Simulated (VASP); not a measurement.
# C (Im-3m) in VASP: single point with LDA

Aim: the single point of C with LDA.

Everything below comes from runs of VASP 6.6.1. Logs are shortened: lines on timing, memory, paths and dates and some standing lists are left out, and cuts for length are marked.

### Step 1. The cell of the first run

It takes space group Im-3m (No. 229, cubic). The conventional cell has a = 4.821 Å, b = 4.821 Å, c = 4.821 Å, α = 90.00°, β = 90.00°, γ = 90.00°. C (site symmetry 3m) has 4 C at 1.46 to 1.57 Å within 1.9 Å. C (site symmetry 3m) has 4 C at 1.46 to 1.57 Å within 1.9 Å.

### Step 2. Single point, LDA

INCAR reads:

```
SYSTEM = C
PREC = Accurate ; ENCUT = 910
EDIFF = 1E-6 ; ISMEAR = 0
SIGMA = 0.05 ; LREAL = Auto
LASPH = .TRUE. ; NELM = 120
ALGO = Normal ; ISIF = 2
LWAVE = .FALSE. ; LCHARG = .FALSE.
GGA = CA ; NBANDS = 46
GGA_COMPAT = .FALSE.
```

KPOINTS reads:

```
Automatic mesh
0
G
  6 6 4
  0 0 0
```

POSCAR reads:

```
C
1.0
   -2.4103983044      2.4103983044      2.4103983044
    2.4103983044     -2.4103983044      2.4103983044
    4.8207966088      4.8207966088      0.0000000000
C
16
Direct
    0.3254710843      0.0000000000      0.0000000000
    0.8254710843      0.5000000000      0.5000000000
    0.3372644578      0.3372644578      0.3372644578
    0.8372644578      0.8372644578      0.8372644578
    0.0000000000      0.3254710843      0.0000000000
    0.5000000000      0.8254710843      0.5000000000
    0.8372644578      0.8372644578      0.1627355422
    0.3372644578      0.3372644578      0.6627355422
    0.0000000000      0.6745289157      0.0000000000
    0.5000000000      0.1745289157      0.5000000000
    0.1627355422      0.1627355422      0.1627355422
    0.6627355422      0.6627355422      0.6627355422
    0.6745289157      0.0000000000      0.0000000000
    0.1745289157      0.5000000000      0.5000000000
    0.6627355422      0.6627355422      0.3372644578
    0.1627355422      0.1627355422      0.8372644578
```

Potentials or basis: VASP PAW LDA potentials, release 64 (C_h).

Command:

```console
$ cat potpaw_LDA.64/C_h/POTCAR > POTCAR
$ mpirun -np 1 vasp_std > vasp.out
```

OUTCAR:

```text
SYSTEM = C
   PREC = Accurate
   ENCUT = 910
   EDIFF = 1E-6
   ISMEAR = 0
   LREAL = Auto
   LASPH = .TRUE.
   NELM = 120
   ISIF = 2
   GGA = CA

 ion  position               nearest neighbor table
   1  0.325  0.000  0.000-  13 1.46
   2  0.825  0.500  0.500-  14 1.46
   3  0.337  0.337  0.337-  11 1.46
   4  0.837  0.837  0.837-  12 1.46
   5  0.000  0.325  0.000-   9 1.46
   6  0.500  0.825  0.500-  10 1.46
[... 8 lines left out ...]
  15  0.663  0.663  0.337-   7 1.46
  16  0.163  0.163  0.837-   8 1.46

  LATTYP: Found a base centered orthorhombic cell.
 ALAT       =     4.8207966088
 B/A-ratio  =     1.4142135624
 C/A-ratio  =     1.4142135624

  Lattice vectors:

 A1 = (  -2.4103983044,   2.4103983044,   2.4103983044)
 A2 = (   2.4103983044,  -2.4103983044,   2.4103983044)
 A3 = (   4.8207966088,   4.8207966088,   0.0000000000)

Analysis of symmetry for initial positions (statically):
=====================================================================
 Subroutine PRICEL returns following result:

  LATTYP: Found a body centered cubic cell.
 ALAT       =     4.8207966088

  Lattice vectors:

 A1 = (  -2.4103983044,   2.4103983044,  -2.4103983044)
 A2 = (  -2.4103983044,  -2.4103983044,   2.4103983044)
 A3 = (   2.4103983044,   2.4103983044,   2.4103983044)

   2 primitive cells build up your supercell.

 Routine SETGRP: Setting up the symmetry group for a
 base centered orthorhombic supercell.

 Subroutine GETGRP returns: Found  8 space group operations
 (whereof  8 operations were pure point group operations)
 out of a pool of  8 trial point group operations.

The static configuration has the point symmetry D_2h.

Analysis of symmetry for dynamics (positions and initial velocities):
=====================================================================
 Subroutine PRICEL returns following result:

  LATTYP: Found a body centered cubic cell.
 ALAT       =     4.8207966088

  Lattice vectors:

 A1 = (  -2.4103983044,   2.4103983044,  -2.4103983044)
 A2 = (  -2.4103983044,  -2.4103983044,   2.4103983044)
 A3 = (   2.4103983044,   2.4103983044,   2.4103983044)

   2 primitive cells build up your supercell.

 Routine SETGRP: Setting up the symmetry group for a
 base centered orthorhombic supercell.

 Subroutine GETGRP returns: Found  8 space group operations
[... 118 lines left out ...]
   NSW    =      0    number of steps for IOM
   IBRION =     -1    ionic relax: 0-MD 1-quasi-New 2-CG
   NFREE  =      0    steps in history (QN), initial steepest desc. (CG)
   ISIF   =      2    stress and relaxation
   ISYM   =      2    0-nonsym 1-usesym 2-fastsym
   POTIM  = 0.5000    time-step for ionic-motion
   TEBEG  =    0.0;   TEEND  =   0.0 temperature during run
   PSTRESS=    0.0 pullay stress
   NELECT =      64.0000    total number of electrons
   NUPDOWN=      -1.0000    fix difference up-down
   EMIN   =  10.00;   EMAX   =-10.00  energy-range for DOS
   EFERMI =   0.00;   METHOD = LEGACY
   ISMEAR =     0;   SIGMA  =   0.05  broadening in eV -4-tet -1-fermi 0-gaus
   EFERMI_NEDOS =   21; number of points for ismear=-14 and -15
   IALGO  =     38    algorithm
   IMIX   =      4    mixing-type and parameters
     AMIX     =   0.40;   BMIX     =  1.00
     AMIX_MAG =   1.60;   BMIX_MAG =  1.00
  volume/ion in A,a.u.               =       7.00        47.25
  Fermi-wavevector in a.u.,A,eV,Ry     =   1.358364  2.566935 25.104810  1.845151
  Thomas-Fermi vector in A             =   2.485203
   LORBIT       =      0    0 simple, 1 ext, 2 COOP (PROOUT), +10 PAW based schemes
   GGA     = CA    functional components
   LHFCALC =     F    Hartree Fock is set to
   AEXX    =    0.0000 exact exchange contribution
   IVDW    =     0    specifies the selected vdW correction
   LEPSILON=     F    determine dielectric tensor
   LRPA    =     F    only Hartree local field effects (RPA)
 non-spin polarized calculation
 Gauss-broadening in eV      SIGMA  =   0.05
  energy-cutoff  :      910.00
  volume of cell :      112.04
 maximum number of plane-waves:      7012
 NGX is ok and might be reduce to    42
   NGX = 21   NGY = 21   NGZ = 33

 number of electron      64.0000001 magnetization

 Free energy of the ion-electron system (eV)
  ---------------------------------------------------
  ext. energy  EPLUGINS =         0.00000000
  ---------------------------------------------------
  free energy    TOTEN  =      -150.71743690 eV

  energy without entropy =     -150.71743690  energy(sigma->0) =     -150.71743690

 E-fermi :   8.0295     XC(G=0): -12.1346

 val. band max:        7.7976815961   @ k =   0.5000   0.5000   0.0000
 cond. band min:      10.7030525690   @ k =   0.5000   0.1667   0.0000
 fundamental gap:      2.9053709729
 Fermi energy:         8.0295434677

 k-point     1 :       0.0000    0.0000    0.0000
  band No.  band energies     occupation
      1     -13.2155      2.00000
      2     -12.3427      2.00000
      3      -8.6485      2.00000
      4      -6.6596      2.00000
      5      -5.0000      2.00000
      6      -5.0000      2.00000
[... 1117 lines left out ...]
     43      15.1413      0.00000
     44      15.5835      0.00000

 [... further k-points ...]

 [bands above 44 left out]

------------------------ aborting loop because EDIFF is reached ----------------------------------------

  FORCE on cell =-STRESS in cart. coord.  units (eV):
  Direction    XX          YY          ZZ          XY          YZ          ZX
  --------------------------------------------------------------------------------------
  -------------------------------------------------------------------------------------
  Total        0.3606963      0.3606963      0.3513643     -0.0031576      0.0000000      0.0000000
  in kB        5.1581717      5.1581717      5.0247188     -0.0451550      0.0000000      0.0000000
  external PRESSURE =       5.1136874 kB  Pullay stress =       0.0000000 kB

 VOLUME and BASIS-vectors are now :
 -----------------------------------------------------------------------------
  energy-cutoff  :      910.00
  volume of cell :      112.04
      direct lattice vectors                 reciprocal lattice vectors
    -2.410398304  2.410398304  2.410398304    -0.103717298  0.103717298  0.207434597
     2.410398304 -2.410398304  2.410398304     0.103717298 -0.103717298  0.207434597
     4.820796609  4.820796609  0.000000000     0.103717298  0.103717298  0.000000000

 POSITION                                       TOTAL-FORCE (eV/Angst)
 -----------------------------------------------------------------------------------
     -0.78451      0.78451      0.78451        -0.022548      0.022548      0.021945
      1.62588      3.19491      3.19491        -0.022548      0.022548      0.021945
      1.62588      1.62588      1.62588        -0.020307     -0.020307     -0.019746
      4.03628      4.03628      4.03628        -0.020307     -0.020307     -0.019746
      0.78451     -0.78451      0.78451         0.022548     -0.022548      0.021945
      3.19491      1.62588      3.19491         0.022548     -0.022548      0.021945
[... 8 lines left out ...]
      1.62588      1.62588      3.19491        -0.020307     -0.020307      0.019746
      4.03628      4.03628      0.78451        -0.020307     -0.020307      0.019746
 -----------------------------------------------------------------------------------
    total drift:                                0.000000     -0.000000      0.000000

  FREE ENERGIE OF THE ION-ELECTRON SYSTEM (eV)
  ---------------------------------------------------
  free  energy   TOTEN  =      -150.7174368989 eV

  energy  without entropy=     -150.7174368989  energy(sigma->0) =     -150.71743690
```

OSZICAR:

```text
N       E                     dE             d eps       ncg     rms          rms(c)
DAV:   1     0.327199670648E+03    0.32720E+03   -0.46380E+04  3588   0.208E+03
DAV:   2    -0.120915764871E+03   -0.44812E+03   -0.41519E+03  4480   0.336E+02
DAV:   3    -0.157946029429E+03   -0.37030E+02   -0.36319E+02  4544   0.923E+01
DAV:   4    -0.158984995748E+03   -0.10390E+01   -0.10325E+01  4792   0.148E+01
DAV:   5    -0.159016613302E+03   -0.31618E-01   -0.31587E-01  4504   0.263E+00    0.142E+01
DAV:   6    -0.152660381742E+03    0.63562E+01   -0.60053E+00  4294   0.952E+00    0.744E+00
DAV:   7    -0.150724057971E+03    0.19363E+01   -0.52201E+00  4280   0.894E+00    0.142E+00
DAV:   8    -0.150717830739E+03    0.62272E-02   -0.34728E-01  4214   0.293E+00    0.402E-01
DAV:   9    -0.150718617723E+03   -0.78698E-03   -0.42523E-02  4430   0.907E-01    0.232E-01
DAV:  10    -0.150717433447E+03    0.11843E-02   -0.81645E-03  4180   0.390E-01    0.353E-02
DAV:  11    -0.150717465264E+03   -0.31817E-04   -0.26379E-04  4648   0.794E-02    0.259E-02
DAV:  12    -0.150717436426E+03    0.28838E-04   -0.74426E-05  4316   0.374E-02    0.156E-03
DAV:  13    -0.150717436899E+03   -0.47329E-06   -0.39640E-06  3632   0.896E-03
   1 F= -.15071744E+03 E0= -.15071744E+03  d E =-.269079E-12
```

stdout:

```text
POSCAR found type information on POSCAR C
 POSCAR found :  1 types and      16 ions
 scaLAPACK will be used
 LDA part: xc-table for (Slater(with rela. corr.)+CA(PZ))
 , standard interpolation
 POSCAR, INCAR and KPOINTS ok, starting setup
 FFT: planning ... GRIDC
 FFT: planning ... GRID_SOFT
 FFT: planning ... GRID
 WAVECAR not read
 entering main loop
```

It took 9.4 min on 1 thread of Intel Xeon Platinum 8488C (Sapphire Rapids), shared host; peak memory 0.42 GiB.

What came out:

| Property | Result |
| --- | --- |
| Free energy | -150.7174 eV |
| Pressure | 0.5 GPa |
| Largest force | 0.039 eV/Å |
| Band gap on the k mesh | 2.91 eV |

Forces in eV/Å, atoms in the order of the input:
```
C   -0.023  0.023  0.022
C   -0.023  0.023  0.022
C   -0.020 -0.020 -0.020
C   -0.020 -0.020 -0.020
C    0.023 -0.023  0.022
C    0.023 -0.023  0.022
C    0.020  0.020 -0.020
C    0.020  0.020 -0.020
C   -0.023  0.023 -0.022
C   -0.023  0.023 -0.022
C    0.020  0.020  0.020
C    0.020  0.020  0.020
C    0.023 -0.023 -0.022
C    0.023 -0.023 -0.022
C   -0.020 -0.020  0.020
C   -0.020 -0.020  0.020
```

Levels at points of the mesh, in eV from the valence-band top:
| k point | band 28 | band 29 | band 30 | band 31 | band 32 | band 33 | band 34 | band 35 | band 36 | band 37 |
| --- | --- | --- | --- | --- | --- | --- | --- | --- | --- | --- |
| (0.00, 0.00, 0.00) | -2.36 | -2.17 | -0.33 | -0.33 | -0.33 | 3.88 | 4.10 | 4.10 | 4.10 | 5.51 |
| (0.50, 0.00, 0.00) | -2.76 | -2.17 | -2.17 | -1.97 | -1.97 | 3.40 | 3.40 | 4.77 | 4.77 | 4.91 |
| (0.50, 0.50, 0.00) | -2.36 | -2.17 | 0.00 | 0.00 | 0.00 | 3.82 | 3.88 | 5.51 | 5.82 | 5.88 |
| (0.00, 0.00, 0.50) | -2.14 | -1.31 | -1.31 | -0.90 | -0.90 | 3.31 | 3.31 | 4.01 | 4.01 | 4.59 |
| (0.50, 0.00, 0.50) | -3.09 | -2.36 | -2.36 | -2.17 | -2.17 | 3.88 | 3.88 | 5.51 | 5.51 | 5.82 |
| (0.50, 0.50, 0.50) | -1.63 | -1.41 | -1.41 | -0.95 | -0.95 | 5.03 | 5.03 | 5.47 | 5.47 | 5.65 |

Caveat: the cutoff is under 1.25 times the usual one of these potentials, so pressure, stress and relaxed cells hold a basis-set (Pulay) error.
